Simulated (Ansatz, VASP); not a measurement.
# Bi in VASP and in Ansatz

```
Bi
1.0
    -1.99134    1.97152    1.98143
     1.99134   -1.97152    1.98143
     1.99134    1.97152   -1.98143
Bi
1
Direct
  0.00000 0.00000 0.00000
```

Change from the starting cell: strain +0.0050 x Voigt [1, -1, 0, 0, 0, 0], atoms carried along.

Alike in both runs: task single point; functional PBE; dispersion D3(BJ); k mesh 18 × 18 × 18; occupations gaussian, width 0.15 eV; no spin polarisation.

|  | VASP | Ansatz |
| --- | --- | --- |
| version | VASP 6.6.1 | Ansatz 0.2.0 |
| potentials or method | VASP PAW PBE potentials, release 64 (Bi_d), cutoff 520 eV | scalar-relativistic, plane waves, PAW |
| valence electrons in the cell | 15 | 15 |

```tsv
	VASP	Ansatz	Ansatz less VASP
gap on the k mesh at the Fermi level (eV)	none	none	-
pressure (GPa)	-1.7	-1.7	+0.04
```

A gap of «none» marks a metal or a gap that the smearing closes.

Neither program's run includes spin-orbit coupling.
